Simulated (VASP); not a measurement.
## Mg: single point with r2SCAN

The system is Mg.

```xyz
2
Lattice="3.1793 0.0000 0.0000 -1.5896 2.7533 0.0000 0.0000 0.0000 5.1569" Properties=species:S:1:pos:R:3 pbc="T T T"
Mg    0.0000    1.8355    1.2892
Mg    1.5896    0.9178    3.8677
```

```json
{
 "Program": "VASP 6.6.1",
 "Task": "single point",
 "Functional": "r2SCAN",
 "Potentials or basis": "VASP PAW PBE potentials, release 64 (Mg)",
 "Cutoff": "520 eV",
 "k mesh": "4 × 4 × 2",
 "Occupations": "fermi-dirac, width 0.1 eV",
 "Spin": "no spin polarisation"
}
```

```
Pressure               : -0.3 GPa
Band gap on the k mesh : zero (bands 2 and 3 overlap by 2.23 eV)
```

Stress tensor (GPa, compression positive):
```
-0.70  0.00  0.00
 0.00 -0.70  0.00
 0.00  0.00  0.56
```

Levels at points of the mesh, in eV from the Fermi level:
| k point | band 1 | band 2 | band 3 | band 4 | band 5 | band 6 |
| --- | --- | --- | --- | --- | --- | --- |
| (0.00, 0.00, 0.00) | -7.20 | -1.64 | -0.96 | 12.05 | 12.05 | 12.26 |
| (0.50, 0.00, 0.00) | -2.14 | -1.97 | 3.11 | 3.41 | 3.87 | 4.30 |
| (0.00, 0.00, 0.50) | -5.71 | -5.71 | 5.71 | 5.71 | 12.82 | 12.82 |
| (0.50, 0.00, 0.50) | -1.02 | -1.02 | -0.12 | -0.12 | 8.83 | 8.83 |

It took 29 s on 1 thread of AMD EPYC 7R43 64-Core Processor (Zen 3), on a shared host, peak memory 0.12 GiB.

Caveat: the k points lie up to 0.61 Å⁻¹ apart, too coarse for converged energies and pressures of a metal; the PAW data sets were made with another functional, which shifts forces and pressure a little.
